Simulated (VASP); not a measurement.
# Ti (I4/mmm) in VASP: notebook

The runs below take Ti through single point, with r2SCAN.

All numbers are computed with VASP 6.6.1; they aren't measurements. Logs are shortened: lines on timing, memory, paths and dates and some standing lists are left out, and cuts for length are marked.

**1. The cell of the first run**

The structure is tetragonal, space group I4/mmm (No. 139). The conventional cell has a = 3.118 Å, b = 3.118 Å, c = 3.282 Å, α = 90.00°, β = 90.00°, γ = 90.00°. Ti (site symmetry 4/mmm) has 14 Ti at 2.75 to 3.28 Å within 3.6 Å.

**2. Single point, r2SCAN (strain -0.050 along x and y, +0.000 along z)**

Input file POSCAR:

```
Ti
1.0
   -1.5589500000      1.5589500000      1.6410000000
    1.5589500000     -1.5589500000      1.6410000000
    1.5589500000      1.5589500000     -1.6410000000
Ti
1
Direct
    0.0000000000      0.0000000000      0.0000000000
```

Input file INCAR.step1:

```
SYSTEM = Ti
PREC = Accurate
ENCUT = 520
ISMEAR = 0
SIGMA = 0.15
LREAL = .FALSE.
LASPH = .TRUE.
NELM = 100
NBANDS = 12
GGA = PE
ALGO = Normal
EDIFF = 1E-4
LWAVE = .TRUE.
LCHARG = .FALSE.
```

Input file INCAR.step2:

```
SYSTEM = Ti
PREC = Accurate
ENCUT = 520
EDIFF = 1E-6
ISMEAR = 0
SIGMA = 0.15
LREAL = .FALSE.
LASPH = .TRUE.
NELM = 100
ALGO = Normal
ISIF = 2
LWAVE = .FALSE.
LCHARG = .FALSE.
METAGGA = R2SCAN
LMIXTAU = .TRUE.
NBANDS = 12
ISTART = 1
```

Input file KPOINTS:

```
regular mesh
0
G
  20 20 20
  0 0 0
```

Potentials or basis: VASP PAW PBE potentials, release 64 (Ti_sv).

Started as:

```bash
> cat potpaw_PBE.64/Ti_sv/POTCAR > POTCAR
> cp INCAR.step1 INCAR
> mpirun -np 1 vasp_std > vasp.out
> cp INCAR.step2 INCAR
> mpirun -np 1 vasp_std > vasp.out
```

OUTCAR:

```text
SYSTEM = Ti
   PREC = Accurate
   ENCUT = 520
   EDIFF = 1E-6
   ISMEAR = 0
   LREAL = .FALSE.
   LASPH = .TRUE.
   NELM = 100
   ISIF = 2
   METAGGA = R2SCAN
   ISTART = 1

 ion  position               nearest neighbor table
   1  0.000  0.000  0.000-

  LATTYP: Found a body centered tetragonal cell.
 ALAT       =     3.1179000000
 C/A-ratio  =     1.0526315789

  Lattice vectors:

 A1 = (  -1.5589500000,   1.5589500000,   1.6410000000)
 A2 = (   1.5589500000,  -1.5589500000,   1.6410000000)
 A3 = (   1.5589500000,   1.5589500000,  -1.6410000000)

Analysis of symmetry for initial positions (statically):
=====================================================================
 Subroutine PRICEL returns:
 Original cell was already a primitive cell.

 Routine SETGRP: Setting up the symmetry group for a
 body centered tetragonal supercell.

 Subroutine GETGRP returns: Found 16 space group operations
 (whereof 16 operations were pure point group operations)
 out of a pool of 16 trial point group operations.

The static configuration has the point symmetry D_4h.

Analysis of symmetry for dynamics (positions and initial velocities):
=====================================================================
 Subroutine PRICEL returns:
 Original cell was already a primitive cell.

 Routine SETGRP: Setting up the symmetry group for a
 body centered tetragonal supercell.

 Subroutine GETGRP returns: Found 16 space group operations
 (whereof 16 operations were pure point group operations)
 out of a pool of 16 trial point group operations.

The dynamic configuration has the point symmetry D_4h.

 Subroutine INISYM returns: Found 16 space group operations
 (whereof 16 operations are pure point group operations),
 and found     1 'primitive' translations

----------------------------------------------------------------------------------------

                                     Primitive cell

  volume of cell :      15.9527

  direct lattice vectors                    reciprocal lattice vectors
    -1.558950000  1.558950000  1.641000000     0.000000000  0.320728696  0.304692261
     1.558950000 -1.558950000  1.641000000     0.320728696  0.000000000  0.304692261
     1.558950000  1.558950000 -1.641000000     0.320728696  0.320728696  0.000000000

  length of vectors
     2.748368826  2.748368826  2.748368826     0.442384753  0.442384753  0.453578871

  position of ions in fractional coordinates (direct lattice)
     0.000000000  0.000000000  0.000000000

  ion indices of the primitive-cell ions
   primitive index   ion index
                 1           1

----------------------------------------------------------------------------------------

 KPOINTS: regular mesh

Automatic generation of k-mesh.
 Grid dimensions read from file:
 generate k-points for:   20   20   20

 Generating k-lattice:

  Cartesian coordinates                     Fractional coordinates (reciprocal lattice)
     0.000000000  0.016036435  0.015234613     0.050000000  0.000000000 -0.000000000
     0.016036435  0.000000000  0.015234613     0.000000000  0.050000000 -0.000000000
     0.016036435  0.016036435  0.000000000     0.000000000  0.000000000  0.050000000

  Length of vectors
     0.022119238  0.022119238  0.022678944

  Shift w.r.t. Gamma in fractional coordinates (k-lattice)
     0.000000000  0.000000000  0.000000000

 Subroutine IBZKPT returns following result:
 ===========================================

 Found    641 irreducible k-points:

 Following reciprocal coordinates:
            Coordinates               Weight
  0.000000  0.000000  0.000000      1.000000
  0.050000  0.000000 -0.000000      8.000000
  0.100000  0.000000 -0.000000      8.000000
  0.150000  0.000000 -0.000000      8.000000
  0.200000  0.000000 -0.000000      8.000000
  0.250000  0.000000 -0.000000      8.000000
[... 16 lines left out ...]
 -0.400000  0.050000  0.000000     16.000000
 -0.350000  0.050000  0.000000     16.000000
 [... further k-points ...]
   k-points           NKPTS =    641   k-points in BZ     NKDIM =    641   number of bands    NBANDS=     12
   number of dos      NEDOS =    301   number of ions     NIONS =      1
   total plane-waves  NPLWV =   8000
   dimension x,y,z NGX =    20 NGY =   20 NGZ =   20
   dimension x,y,z NGXF=    40 NGYF=   40 NGZF=   40
   ions per type =               1
   NGX,Y,Z   is equivalent  to a cutoff of  12.10, 12.10, 12.10 a.u.
   NGXF,Y,Z  is equivalent  to a cutoff of  24.20, 24.20, 24.20 a.u.
 SYSTEM =  Ti
   PREC   = accura    normal or accurate (medium, high low for compatibility)
   ISTART =      1    job   : 0-new  1-cont  2-samecut
   ICHARG =      0    charge: 1-file 2-atom 10-const
   ISPIN  =      1    spin polarized calculation?
   LNONCOLLINEAR =      F non collinear calculations
   LSORBIT =      F    spin-orbit coupling
   LASPH  =      T    aspherical Exc in radial PAW
   ENCUT  =  520.0 eV  38.22 Ry    6.18 a.u.   5.11  5.11  5.11*2*pi/ulx,y,z
   NELM   =    100;   NELMIN=  2; NELMDL=  0     # of ELM steps
   EDIFF  = 0.1E-05   stopping-criterion for ELM
   LREAL  =      F    real-space projection
[... 7 lines left out ...]
   TEBEG  =    0.0;   TEEND  =   0.0 temperature during run
   PSTRESS=    0.0 pullay stress
   NELECT =      12.0000    total number of electrons
   NUPDOWN=      -1.0000    fix difference up-down
   EMIN   =  10.00;   EMAX   =-10.00  energy-range for DOS
   EFERMI =   0.00;   METHOD = LEGACY
   ISMEAR =     0;   SIGMA  =   0.15  broadening in eV -4-tet -1-fermi 0-gaus
   EFERMI_NEDOS =   21; number of points for ismear=-14 and -15
   IALGO  =     38    algorithm
   IMIX   =      4    mixing-type and parameters
     AMIX     =   0.40;   BMIX     =  1.00
     AMIX_MAG =   1.60;   BMIX_MAG =  1.00
  volume/ion in A,a.u.               =      15.95       107.65
  Fermi-wavevector in a.u.,A,eV,Ry     =   1.488873  2.813562 30.160609  2.216742
  Thomas-Fermi vector in A             =   2.601853
   LORBIT       =      0    0 simple, 1 ext, 2 COOP (PROOUT), +10 PAW based schemes
   METAGGA = R2SCAN    functional components
   LHFCALC =     F    Hartree Fock is set to
   AEXX    =    0.0000 exact exchange contribution
   IVDW    =     0    specifies the selected vdW correction
   LEPSILON=     F    determine dielectric tensor
   LRPA    =     F    only Hartree local field effects (RPA)
 non-spin polarized calculation
 Gauss-broadening in eV      SIGMA  =   0.15
  energy-cutoff  :      520.00
  volume of cell :       15.95
 maximum number of plane-waves:       446
   NGX = 11   NGY = 11   NGZ = 11

 number of electron      12.0000002 magnetization

 Free energy of the ion-electron system (eV)
  ---------------------------------------------------
  ext. energy  EPLUGINS =         0.00000000
  ---------------------------------------------------
  free energy    TOTEN  =       -12.78831929 eV

  energy without entropy =      -12.76619373  energy(sigma->0) =      -12.77725651

 E-fermi :   9.0545     XC(G=0): -12.8432

 val. band max:        9.0452619792   @ k =  -0.3000  -0.4500   0.1000
 cond. band min:       9.0569337463   @ k =  -0.1000  -0.3500   0.1000
 fundamental gap:      0.0116717671
 Fermi energy:         9.0545274646

 k-point     1 :       0.0000    0.0000    0.0000
  band No.  band energies     occupation
      1     -49.6853      2.00000
      2     -24.3763      2.00000
      3     -24.3763      2.00000
      4     -24.3747      2.00000
      5       2.5456      2.00000
      6      10.1409      0.00000
      7      10.1409      0.00000
      8      10.5731      0.00000
      9      11.9691      0.00000
     10      12.4717      0.00000
     11      27.1069      0.00000
     12      28.1206      0.00000

 k-point     2 :       0.0500    0.0000   -0.0000
  band No.  band energies     occupation
      1     -49.6807      2.00000
      2     -24.3991      2.00000
      3     -24.3828      2.00000
      4     -24.3755      2.00000
      5       2.6406      2.00000
      6      10.1294      0.00000
      7      10.1520      0.00000
      8      10.5871      0.00000
      9      11.9297      0.00000
     10      12.4524      0.00000
     11      27.1010      0.00000
     12      28.0229      0.00000

 k-point     3 :       0.1000    0.0000   -0.0000
  band No.  band energies     occupation
      1     -49.6674      2.00000
      2     -24.4671      2.00000
      3     -24.4018      2.00000
      4     -24.3757      2.00000
      5       2.9198      2.00000
      6      10.0790      0.00000
      7      10.1142      0.00000
      8      10.7036      0.00000
      9      11.8289      0.00000
     10      12.4142      0.00000
     11      26.9777      0.00000
     12      27.7441      0.00000
[... 286 lines left out ...]
 k-point    23 :      -0.4000    0.0500    0.0000
  band No.  band energies     occupation
      1     -49.5212      2.00000
      2     -25.1621      2.00000
      3     -24.6056      2.00000
      4     -24.3879      2.00000
      5       6.0268      2.00000
      6       8.9945      1.42841
      7       9.4267      0.00045
      8      11.9289      0.00000
      9      12.6612      0.00000
     10      13.3799      0.00000
     11      20.7671      0.00000
     12      24.4029      0.00000

 k-point    24 :      -0.3500    0.0500    0.0000
  band No.  band energies     occupation
      1     -49.5451      2.00000
      2     -25.0533      2.00000
      3     -24.5712      2.00000
      4     -24.3879      2.00000
      5       5.6075      2.00000
      6       9.1701      0.27603
      7       9.2760      0.03682
      8      11.8409      0.00000
      9      12.5792      0.00000
     10      12.8414      0.00000
     11      22.0597      0.00000
     12      25.0173      0.00000

 [... further k-points ...]
[... 5 lines left out ...]
  --------------------------------------------------------------------------------------
  -------------------------------------------------------------------------------------
  Total        0.9526746      0.9526746      1.0892980      0.0000000     -0.0000000      0.0000000
  in kB       95.6802307     95.6802307    109.4017670      0.0000000     -0.0000000      0.0000000
  external PRESSURE =     100.2540761 kB  Pullay stress =       0.0000000 kB

 VOLUME and BASIS-vectors are now :
 -----------------------------------------------------------------------------
  energy-cutoff  :      520.00
  volume of cell :       15.95
      direct lattice vectors                 reciprocal lattice vectors
    -1.558950000  1.558950000  1.641000000     0.000000000  0.320728696  0.304692261
     1.558950000 -1.558950000  1.641000000     0.320728696  0.000000000  0.304692261
     1.558950000  1.558950000 -1.641000000     0.320728696  0.320728696  0.000000000

 POSITION                                       TOTAL-FORCE (eV/Angst)
 -----------------------------------------------------------------------------------
      0.00000      0.00000      0.00000        -0.000000     -0.000000      0.000000
 -----------------------------------------------------------------------------------
    total drift:                                0.000000      0.000000      0.000000

  FREE ENERGIE OF THE ION-ELECTRON SYSTEM (eV)
  ---------------------------------------------------
  free  energy   TOTEN  =       -12.7883192850 eV

  energy  without entropy=      -12.7661937277  energy(sigma->0) =      -12.77725651
```

Wall time 4.9 min (1 thread of Intel Xeon 6975P-C (Granite Rapids), shared host); peak memory 0.22 GiB.

Results:

```yaml
Free_energy: -12.7883 eV
Pressure: 10.0 GPa
Band_gap_on_the_k_mesh: zero (bands 6 and 7 overlap by 1.86 eV)
```

Levels at points of the mesh, in eV from the Fermi level:
| k point | band 4 | band 5 | band 6 | band 7 | band 8 | band 9 |
| --- | --- | --- | --- | --- | --- | --- |
| (0.00, 0.00, 0.00) | -33.43 | -6.51 | 1.09 | 1.09 | 1.52 | 2.91 |
| (0.50, 0.00, 0.00) | -33.43 | -2.81 | -0.25 | 1.13 | 2.96 | 3.64 |
| (0.50, 0.50, 0.00) | -33.47 | -2.82 | -0.78 | 1.53 | 3.54 | 3.75 |
| (0.50, 0.50, 0.50) | -34.01 | -2.68 | -2.53 | 4.51 | 4.59 | 4.59 |

Caveat: the cell differs from its parent crystal (strain -0.050 along x and y, +0.000 along z); the cell stands under pressure; the PAW data sets were made with another functional, which shifts forces and pressure a little.

**3. Single point, r2SCAN (strain -0.025 along x and y, -0.050 along z)**

Input file POSCAR:

```
Ti
1.0
   -1.5999750000      1.5999750000      1.5589500000
    1.5999750000     -1.5999750000      1.5589500000
    1.5999750000      1.5999750000     -1.5589500000
Ti
1
Direct
    0.0000000000      0.0000000000      0.0000000000
```

Edit INCAR.step1 of step 2 so:

```diff
@@ -7,3 +7,3 @@
 LASPH = .TRUE.
-NELM = 100
+NELM = 60
 NBANDS = 12
```

Edit INCAR.step2 of step 2 so:

```diff
@@ -8,3 +8,3 @@
 LASPH = .TRUE.
-NELM = 100
+NELM = 60
 ALGO = Normal
```

KPOINTS is that of step 2.

Potentials or basis: VASP PAW PBE potentials, release 64 (Ti_sv).

Started as:

```bash
> cat potpaw_PBE.64/Ti_sv/POTCAR > POTCAR
> cp INCAR.step1 INCAR
> mpirun -np 1 vasp_std > vasp.out
> cp INCAR.step2 INCAR
> mpirun -np 1 vasp_std > vasp.out
```

It took 4.6 min on 1 thread of Intel Xeon 6975P-C (Granite Rapids), shared host; peak memory 0.22 GiB.

It converged, with:

```
Free energy            : -12.7872 eV
Pressure               : 9.8 GPa
Band gap on the k mesh : zero (bands 6 and 7 overlap by 1.93 eV)
```

Stress tensor (GPa, compression positive):
```
10.17  0.00  0.00
 0.00 10.17  0.00
 0.00  0.00  9.17
```

Levels at points of the mesh, in eV from the Fermi level:
```
           k point  band 2  band 3  band 4  band 5  band 6  band 7  band 8  band 9  band 10  band 11
(0.00, 0.00, 0.00)  -33.42  -33.42  -33.42   -6.50    1.07    1.31    1.31    3.05     3.33    18.53
(0.50, 0.00, 0.00)  -34.33  -33.70  -33.44   -2.81   -0.52    1.33    3.28    3.69     4.98    10.25
(0.50, 0.50, 0.00)  -34.34  -33.69  -33.42   -2.80   -0.24    1.12    3.06    3.55     4.96    10.04
(0.50, 0.50, 0.50)  -34.04  -34.04  -34.00   -2.63   -2.56    4.55    4.55    4.59     9.24     9.24
```

Caveat: the cell differs from its parent crystal (strain -0.025 along x and y, -0.050 along z); the cell stands under pressure; the PAW data sets were made with another functional, which shifts forces and pressure a little.
